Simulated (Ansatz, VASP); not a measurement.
Two plane-wave programs on Rb2NaSbCl6

The input INCAR:

```
SYSTEM = Rb2NaSbCl6
PREC = Accurate
ENCUT = 520
EDIFF = 1E-7
ISMEAR = 0
SIGMA = 0.01
LREAL = .FALSE.
LASPH = .TRUE.
NELM = 80
ALGO = Normal
ISIF = 2
LWAVE = .FALSE.
LCHARG = .TRUE.
LELF = .TRUE.
LVHAR = .TRUE.
NBANDS = 47
```

File KPOINTS:

```
Automatic mesh
0
G
  2 2 2
  0 0 0
```

File POSCAR:

```
Rb2NaSbCl6
1.0
    0.0000000000      5.4240140000      5.4240140000
    5.4240140000      0.0000000000      5.4240140000
    5.4240140000      5.4240140000      0.0000000000
Rb Na Sb Cl
2 1 1 6
Direct
    0.7500000000      0.7500000000      0.7500000000
    0.2500000000      0.2500000000      0.2500000000
    0.5000000000      0.5000000000      0.5000000000
    0.0000000000      0.0000000000      0.0000000000
    0.7549370000      0.2450630000      0.2450630000
    0.2450630000      0.2450630000      0.7549370000
    0.2450630000      0.7549370000      0.7549370000
    0.2450630000      0.7549370000      0.2450630000
    0.7549370000      0.2450630000      0.7549370000
    0.7549370000      0.7549370000      0.2450630000
```

Input for Ansatz:

```yaml
crystal:
  lattice:
    - [0.0, 5.424014, 5.424014]
    - [5.424014, 0.0, 5.424014]
    - [5.424014, 5.424014, 0.0]
  atoms:
    - { symbol: Rb, position: [0.75, 0.75, 0.75] }
    - { symbol: Rb, position: [0.25, 0.25, 0.25] }
    - { symbol: Na, position: [0.5, 0.5, 0.5] }
    - { symbol: Sb, position: [0.0, 0.0, 0.0] }
    - { symbol: Cl, position: [0.754937, 0.245063, 0.245063] }
    - { symbol: Cl, position: [0.245063, 0.245063, 0.754937] }
    - { symbol: Cl, position: [0.245063, 0.754937, 0.754937] }
    - { symbol: Cl, position: [0.245063, 0.754937, 0.245063] }
    - { symbol: Cl, position: [0.754937, 0.245063, 0.754937] }
    - { symbol: Cl, position: [0.754937, 0.754937, 0.245063] }
accuracy: medium
kpoints:
  mp_grid: { grid: [2, 2, 2] }
hamiltonian:
  xc: lda
scf:
  max_iter: 100
  n_extra_bands: 6
  convergence: { dr2_threshold: 1.0e-05 }
  occupations: { method: fixed }
output:
  write_potential: true
  cutoff_correction: 756.0
  eigenvalues: true
```

Alike in both runs: task single point; functional LDA; k mesh 2 × 2 × 2; no spin polarisation.

```csv
,VASP,Ansatz
version,VASP 6.6.1,Ansatz 0.2.0
potentials or method,"VASP PAW LDA potentials, release 64 (Rb_sv, Na_pv, Sb, Cl), cutoff 520 eV","plane waves, PAW"
occupations,"gaussian, width 0.01 eV",fixed
valence electrons in the cell,72,84
```

```csv
,VASP,Ansatz,Ansatz less VASP
gap on the k mesh at the Fermi level (eV),2.92,2.93,+0.010
```

LDA's correlation is that of Perdew and Zunger in VASP and of Perdew and Wang (1992) in Ansatz. VASP's potentials hold 72 valence electrons a cell and Ansatz's 84, so a difference there can come from the potentials and not from the codes.

The k mesh is coarse, so the values compare programs but aren't converged. Neither program's run includes spin-orbit coupling.
